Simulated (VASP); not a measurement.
# CdI2 (P-3m1) in VASP: a series of runs

Aim: see how the results for CdI2 move with the level of theory and the settings. Levels: PBE, LDA, r2SCAN. Tasks: single point.

All numbers are computed with VASP 6.6.1; they aren't measurements. Logs are shortened: lines on timing, memory, paths and dates and some standing lists are left out, and cuts for length are marked.

**1. The cell of the first run**

The structure is trigonal, space group P-3m1 (No. 164). Conventional cell: a = 4.249 Å, b = 4.249 Å, c = 6.884 Å, α = 90.00°, β = 90.00°, γ = 120.00°. Cd (site symmetry -3m) has 6 I at 2.99 Å within 3.9 Å. I (site symmetry 3m) has 3 Cd at 2.99 Å within 3.9 Å.

**2. Single point, PBE**

INCAR reads:

```
SYSTEM = CdI2
  ALGO = Normal
  EDIFF = 1E-6
  ENCUT = 500
  GGA = PE
  GGA_COMPAT = .FALSE.
  ISIF = 2
  ISMEAR = -1
  LASPH = .TRUE.
  LCHARG = .TRUE.
  LELF = .TRUE.
  LREAL = .FALSE.
  LVHAR = .TRUE.
  LWAVE = .FALSE.
  NBANDS = 20
  NELM = 120
  PREC = Accurate
  SIGMA = 0.02
```

KPOINTS reads:

```
k-points
0
G
  12 12 4
  0 0 0
```

POSCAR reads:

```
CdI2
1.0
    4.2487073931      0.0000000000      0.0000000000
   -2.1243536965      3.6794885357      0.0000000000
    0.0000000000      0.0000000000      6.8836385196
Cd I
1 2
Direct
    0.0000000000      0.0000000000      0.0000000000
    0.3333333333      0.6666666667      0.2495631425
    0.6666666667      0.3333333333      0.7504368575
```

Potentials or basis: VASP PAW PBE potentials, release 64 (Cd, I).

On the command line:

```console
> cat potpaw_PBE.64/Cd/POTCAR potpaw_PBE.64/I/POTCAR > POTCAR
> mpirun -np 1 vasp_std > vasp.out
```

OUTCAR:

```text
SYSTEM = CdI2
   EDIFF = 1E-6
   ENCUT = 500
   GGA = PE
   ISIF = 2
   ISMEAR = -1
   LASPH = .TRUE.
   LREAL = .FALSE.
   NELM = 120
   PREC = Accurate

 ion  position               nearest neighbor table
   1  0.000  0.000  0.000-   2 2.99   3 2.99   2 2.99   3 2.99   3 2.99   2 2.99
   2  0.333  0.667  0.250-   1 2.99   1 2.99   1 2.99
   3  0.667  0.333  0.750-   1 2.99   1 2.99   1 2.99

  LATTYP: Found a hexagonal cell.
 ALAT       =     4.2487073931
 C/A-ratio  =     1.6201724154

  Lattice vectors:

 A1 = (   4.2487073931,   0.0000000000,   0.0000000000)
 A2 = (  -2.1243536965,   3.6794885357,   0.0000000000)
 A3 = (   0.0000000000,   0.0000000000,   6.8836385196)

Analysis of symmetry for initial positions (statically):
=====================================================================
 Subroutine PRICEL returns:
 Original cell was already a primitive cell.

 Routine SETGRP: Setting up the symmetry group for a
 hexagonal supercell.

 Subroutine GETGRP returns: Found 12 space group operations
 (whereof 12 operations were pure point group operations)
 out of a pool of 24 trial point group operations.

The static configuration has the point symmetry D_3d.

Analysis of symmetry for dynamics (positions and initial velocities):
=====================================================================
 Subroutine PRICEL returns:
 Original cell was already a primitive cell.

 Routine SETGRP: Setting up the symmetry group for a
 hexagonal supercell.

 Subroutine GETGRP returns: Found 12 space group operations
 (whereof 12 operations were pure point group operations)
 out of a pool of 24 trial point group operations.

The dynamic configuration has the point symmetry D_3d.

 Subroutine INISYM returns: Found 12 space group operations
 (whereof 12 operations are pure point group operations),
 and found     1 'primitive' translations

----------------------------------------------------------------------------------------

                                     Primitive cell

  volume of cell :     107.6124

  direct lattice vectors                    reciprocal lattice vectors
     4.248707393  0.000000000  0.000000000     0.235365702  0.135888452  0.000000000
    -2.124353697  3.679488536  0.000000000     0.000000000  0.271776903  0.000000000
     0.000000000  0.000000000  6.883638520     0.000000000  0.000000000  0.145272009

[... 75 lines left out ...]
 SYSTEM =  CdI2
   PREC   = accura    normal or accurate (medium, high low for compatibility)
   ISTART =      0    job   : 0-new  1-cont  2-samecut
   ICHARG =      2    charge: 1-file 2-atom 10-const
   ISPIN  =      1    spin polarized calculation?
   LNONCOLLINEAR =      F non collinear calculations
   LSORBIT =      F    spin-orbit coupling
   LASPH  =      T    aspherical Exc in radial PAW
   ENCUT  =  500.0 eV  36.75 Ry    6.06 a.u.   7.75  7.75 12.55*2*pi/ulx,y,z
   NELM   =    120;   NELMIN=  2; NELMDL= -5     # of ELM steps
   EDIFF  = 0.1E-05   stopping-criterion for ELM
   LREAL  =      F    real-space projection
   EDIFFG = 0.1E-04   stopping-criterion for IOM
   NSW    =      0    number of steps for IOM
   IBRION =     -1    ionic relax: 0-MD 1-quasi-New 2-CG
   NFREE  =      0    steps in history (QN), initial steepest desc. (CG)
   ISIF   =      2    stress and relaxation
   ISYM   =      2    0-nonsym 1-usesym 2-fastsym
   POTIM  = 0.5000    time-step for ionic-motion
   TEBEG  =    0.0;   TEEND  =   0.0 temperature during run
   PSTRESS=    0.0 pullay stress
   NELECT =      26.0000    total number of electrons
   NUPDOWN=      -1.0000    fix difference up-down
   EMIN   =  10.00;   EMAX   =-10.00  energy-range for DOS
   EFERMI =   0.00;   METHOD = LEGACY
   ISMEAR =    -1;   SIGMA  =   0.02  broadening in eV -4-tet -1-fermi 0-gaus
   EFERMI_NEDOS =   21; number of points for ismear=-14 and -15
   IALGO  =     38    algorithm
   IMIX   =      4    mixing-type and parameters
     AMIX     =   0.40;   BMIX     =  1.00
     AMIX_MAG =   1.60;   BMIX_MAG =  1.00
  volume/ion in A,a.u.               =      35.87       242.07
  Fermi-wavevector in a.u.,A,eV,Ry     =   1.019636  1.926833 14.145401  1.039658
  Thomas-Fermi vector in A             =   2.153161
   LORBIT       =      0    0 simple, 1 ext, 2 COOP (PROOUT), +10 PAW based schemes
   GGA     = PE    functional components
   LHFCALC =     F    Hartree Fock is set to
   AEXX    =    0.0000 exact exchange contribution
   IVDW    =     0    specifies the selected vdW correction
   LEPSILON=     F    determine dielectric tensor
   LRPA    =     F    only Hartree local field effects (RPA)
 non-spin polarized calculation
  energy-cutoff  :      500.00
  volume of cell :      107.61
 maximum number of plane-waves:      2786
 NGX is ok and might be reduce to    32
   NGX = 15   NGY = 15   NGZ = 25

 number of electron      25.9999996 magnetization

 Free energy of the ion-electron system (eV)
  ---------------------------------------------------
  ext. energy  EPLUGINS =         0.00000000
  ---------------------------------------------------
  free energy    TOTEN  =        -5.49384534 eV

  energy without entropy =       -5.49384534  energy(sigma->0) =       -5.49384534

 E-fermi :   2.4027     XC(G=0):  -8.5461

 val. band max:        1.9758634936   @ k =   0.0833  -0.0000   0.2500
 cond. band min:       4.3349161114   @ k =   0.5000  -0.0000   0.5000
 fundamental gap:      2.3590526178
 Fermi energy:         2.4027311882

 k-point     1 :       0.0000    0.0000    0.0000
  band No.  band energies     occupation
      1     -10.1298      2.00000
      2      -9.4340      2.00000
      3      -5.6136      2.00000
      4      -5.6136      2.00000
      5      -5.4987      2.00000
      6      -5.4175      2.00000
[... 541 lines left out ...]
     19      10.0516      0.00000
     20      10.7799      0.00000

 [... further k-points ...]
[... 5 lines left out ...]
  --------------------------------------------------------------------------------------
  -------------------------------------------------------------------------------------
  Total        1.1602009      1.1602009      1.1229041      0.0000000      0.0000000      0.0000000
  in kB       17.2735446     17.2735446     16.7182539      0.0000000      0.0000000      0.0000000
  external PRESSURE =      17.0884477 kB  Pullay stress =       0.0000000 kB

 VOLUME and BASIS-vectors are now :
 -----------------------------------------------------------------------------
  energy-cutoff  :      500.00
  volume of cell :      107.61
      direct lattice vectors                 reciprocal lattice vectors
     4.248707393  0.000000000  0.000000000     0.235365702  0.135888452  0.000000000
    -2.124353697  3.679488536  0.000000000     0.000000000  0.271776903  0.000000000
     0.000000000  0.000000000  6.883638520     0.000000000  0.000000000  0.145272009

 POSITION                                       TOTAL-FORCE (eV/Angst)
 -----------------------------------------------------------------------------------
      0.00000      0.00000      0.00000        -0.000000      0.000000      0.000000
     -0.00000      2.45299      1.71790         0.000000     -0.000000      0.092655
      2.12435      1.22650      5.16574        -0.000000      0.000000     -0.092655
 -----------------------------------------------------------------------------------
    total drift:                                0.000000     -0.000000      0.000000

  FREE ENERGIE OF THE ION-ELECTRON SYSTEM (eV)
  ---------------------------------------------------
  free  energy   TOTEN  =        -5.4938453406 eV

  energy  without entropy=       -5.4938453406  energy(sigma->0) =       -5.49384534
```

OSZICAR:

```text
N       E                     dE             d eps       ncg     rms          rms(c)
DAV:   1     0.157427777020E+03    0.15743E+03   -0.11283E+04  2768   0.108E+03
DAV:   2     0.368114872603E+01   -0.15375E+03   -0.14878E+03  3232   0.246E+02
DAV:   3    -0.567665973320E+01   -0.93578E+01   -0.93267E+01  3276   0.602E+01
DAV:   4    -0.582598779363E+01   -0.14933E+00   -0.14931E+00  3756   0.728E+00
DAV:   5    -0.582729475683E+01   -0.13070E-02   -0.13069E-02  3308   0.684E-01    0.626E+00
DAV:   6    -0.551894106728E+01    0.30835E+00   -0.56170E-01  2940   0.753E+00    0.524E+00
DAV:   7    -0.549395097805E+01    0.24990E-01   -0.19322E-01  3132   0.268E+00    0.214E+00
DAV:   8    -0.549390659884E+01    0.44379E-04   -0.24555E-02  3016   0.168E+00    0.414E-01
DAV:   9    -0.549380963701E+01    0.96962E-04   -0.24734E-03  3168   0.522E-01    0.135E-01
DAV:  10    -0.549383592805E+01   -0.26291E-04   -0.29822E-04  3116   0.166E-01    0.378E-02
DAV:  11    -0.549384449258E+01   -0.85645E-05   -0.31677E-05  3208   0.472E-02    0.195E-02
DAV:  12    -0.549384534057E+01   -0.84799E-06   -0.36827E-06  3136   0.192E-02
   1 F= -.54938453E+01 E0= -.54938453E+01  d E =-.111341E-10
```

Wall time 61 s (1 thread of AMD EPYC 9R45 (Zen 5), shared host); peak memory 0.26 GiB.

Results:

```yaml
Free_energy: -5.4938 eV
Pressure: 1.7 GPa
Largest_force: 0.093 eV/Å
Band_gap_on_the_k_mesh: 2.36 eV (least direct gap 2.60 eV)
```

Forces on the atoms (eV/Å):
```
Cd   0.000  0.000  0.000
I    0.000  0.000  0.093
I    0.000  0.000 -0.093
```

Caveat: spin-orbit coupling is left out, which moves the levels of the heavy elements; this functional lacks dispersion, which binds layers or chains, so the pressure and a relaxed spacing across them are unreliable.

**3. Single point, LDA**

INCAR reads:

```
ALGO = Normal ; EDIFF = 1E-6
ENCUT = 500 ; GGA_COMPAT = False
ISIF = 2 ; ISMEAR = 0
LASPH = True ; LCHARG = False
LREAL = False ; LWAVE = False
NBANDS = 20 ; NELM = 120
PREC = Accurate ; SIGMA = 0.01
```

KPOINTS reads:

```
k-points
0
Gamma
  12 12 4
```

POSCAR is that of step 2.

Potentials or basis: VASP PAW LDA potentials, release 64 (Cd, I).

On the command line:

```console
> cat potpaw_LDA.64/Cd/POTCAR potpaw_LDA.64/I/POTCAR > POTCAR
> mpirun -np 1 vasp_std > vasp.out
```

OUTCAR:

```text
EDIFF = 1E-6
   ENCUT = 500
   ISIF = 2
   ISMEAR = 0
   LASPH = True
   LREAL = False
   NELM = 120
   PREC = Accurate

 ion  position               nearest neighbor table
   1  0.000  0.000  0.000-   2 2.99   3 2.99   2 2.99   3 2.99   3 2.99   2 2.99
   2  0.333  0.667  0.250-   1 2.99   1 2.99   1 2.99
   3  0.667  0.333  0.750-   1 2.99   1 2.99   1 2.99

  LATTYP: Found a hexagonal cell.
 ALAT       =     4.2487073931
 C/A-ratio  =     1.6201724154

  Lattice vectors:

 A1 = (   4.2487073931,   0.0000000000,   0.0000000000)
 A2 = (  -2.1243536965,   3.6794885357,   0.0000000000)
 A3 = (   0.0000000000,   0.0000000000,   6.8836385196)

Analysis of symmetry for initial positions (statically):
=====================================================================
 Subroutine PRICEL returns:
 Original cell was already a primitive cell.

 Routine SETGRP: Setting up the symmetry group for a
 hexagonal supercell.

 Subroutine GETGRP returns: Found 12 space group operations
 (whereof 12 operations were pure point group operations)
 out of a pool of 24 trial point group operations.

The static configuration has the point symmetry D_3d.

Analysis of symmetry for dynamics (positions and initial velocities):
=====================================================================
 Subroutine PRICEL returns:
 Original cell was already a primitive cell.

 Routine SETGRP: Setting up the symmetry group for a
 hexagonal supercell.

 Subroutine GETGRP returns: Found 12 space group operations
 (whereof 12 operations were pure point group operations)
 out of a pool of 24 trial point group operations.

The dynamic configuration has the point symmetry D_3d.

 Subroutine INISYM returns: Found 12 space group operations
 (whereof 12 operations are pure point group operations),
 and found     1 'primitive' translations

----------------------------------------------------------------------------------------
[... 108 lines left out ...]
   EMIN   =  10.00;   EMAX   =-10.00  energy-range for DOS
   EFERMI =   0.00;   METHOD = LEGACY
   ISMEAR =     0;   SIGMA  =   0.01  broadening in eV -4-tet -1-fermi 0-gaus
   EFERMI_NEDOS =   21; number of points for ismear=-14 and -15
   IALGO  =     38    algorithm
   IMIX   =      4    mixing-type and parameters
     AMIX     =   0.40;   BMIX     =  1.00
     AMIX_MAG =   1.60;   BMIX_MAG =  1.00
  volume/ion in A,a.u.               =      35.87       242.07
  Fermi-wavevector in a.u.,A,eV,Ry     =   1.019636  1.926833 14.145401  1.039658
  Thomas-Fermi vector in A             =   2.153161
   LORBIT       =      0    0 simple, 1 ext, 2 COOP (PROOUT), +10 PAW based schemes
   GGA     = CA    functional components
   LHFCALC =     F    Hartree Fock is set to
   AEXX    =    0.0000 exact exchange contribution
   IVDW    =     0    specifies the selected vdW correction
   LEPSILON=     F    determine dielectric tensor
   LRPA    =     F    only Hartree local field effects (RPA)
 non-spin polarized calculation
 Gauss-broadening in eV      SIGMA  =   0.01
  energy-cutoff  :      500.00
  volume of cell :      107.61
 maximum number of plane-waves:      2786
 NGX is ok and might be reduce to    32
   NGX = 15   NGY = 15   NGZ = 25

 number of electron      25.9999996 magnetization

 Free energy of the ion-electron system (eV)
  ---------------------------------------------------
  ext. energy  EPLUGINS =         0.00000000
  ---------------------------------------------------
  free energy    TOTEN  =        -7.13915747 eV

  energy without entropy =       -7.13915747  energy(sigma->0) =       -7.13915747

 E-fermi :   1.9128     XC(G=0):  -8.9155

 val. band max:        1.8101018976   @ k =   0.0833  -0.0000   0.2500
 cond. band min:       3.9973341071   @ k =   0.5000  -0.0000   0.5000
 fundamental gap:      2.1872322095
 Fermi energy:         1.9127867793

 k-point     1 :       0.0000    0.0000    0.0000
  band No.  band energies     occupation
      1     -10.3631      2.00000
      2      -9.6619      2.00000
      3      -5.7905      2.00000
      4      -5.7905      2.00000
      5      -5.6744      2.00000
      6      -5.5899      2.00000
[... 541 lines left out ...]
     19       9.7632      0.00000
     20      10.3976      0.00000

 [... further k-points ...]
[... 5 lines left out ...]
  --------------------------------------------------------------------------------------
  -------------------------------------------------------------------------------------
  Total       -1.2844907     -1.2844907     -1.2627754     -0.0000000      0.0000000      0.0000000
  in kB      -19.1240210    -19.1240210    -18.8007155     -0.0000000      0.0000000      0.0000000
  external PRESSURE =     -19.0162525 kB  Pullay stress =       0.0000000 kB

 VOLUME and BASIS-vectors are now :
 -----------------------------------------------------------------------------
  energy-cutoff  :      500.00
  volume of cell :      107.61
      direct lattice vectors                 reciprocal lattice vectors
     4.248707393  0.000000000  0.000000000     0.235365702  0.135888452  0.000000000
    -2.124353697  3.679488536  0.000000000     0.000000000  0.271776903  0.000000000
     0.000000000  0.000000000  6.883638520     0.000000000  0.000000000  0.145272009

 POSITION                                       TOTAL-FORCE (eV/Angst)
 -----------------------------------------------------------------------------------
      0.00000      0.00000      0.00000         0.000000      0.000000      0.000000
     -0.00000      2.45299      1.71790         0.000000     -0.000000     -0.240904
      2.12435      1.22650      5.16574        -0.000000      0.000000      0.240904
 -----------------------------------------------------------------------------------
    total drift:                                0.000000     -0.000000      0.000000

  FREE ENERGIE OF THE ION-ELECTRON SYSTEM (eV)
  ---------------------------------------------------
  free  energy   TOTEN  =        -7.1391574671 eV

  energy  without entropy=       -7.1391574671  energy(sigma->0) =       -7.13915747
```

stdout:

```text
POSCAR found type information on POSCAR CdI
 POSCAR found :  2 types and       3 ions
 scaLAPACK will be used
 LDA part: xc-table for (Slater(with rela. corr.)+CA(PZ))
 , standard interpolation
 POSCAR, INCAR and KPOINTS ok, starting setup
 FFT: planning ... GRIDC
 FFT: planning ... GRID_SOFT
 FFT: planning ... GRID
 WAVECAR not read
 entering main loop
```

It took 55 s on 1 thread of AMD EPYC 9R45 (Zen 5), shared host; peak memory 0.24 GiB.

Results:

```
Free energy            : -7.1392 eV
Pressure               : -1.9 GPa
Largest force          : 0.241 eV/Å
Band gap on the k mesh : 2.19 eV (least direct gap 2.36 eV)
```

Forces in eV/Å, atoms in the order of the input:
```
Cd   0.000  0.000  0.000
I    0.000  0.000 -0.241
I    0.000  0.000  0.241
```

Caveat: spin-orbit coupling is left out, which moves the levels of the heavy elements.

(Continued in part 2 of 2.)
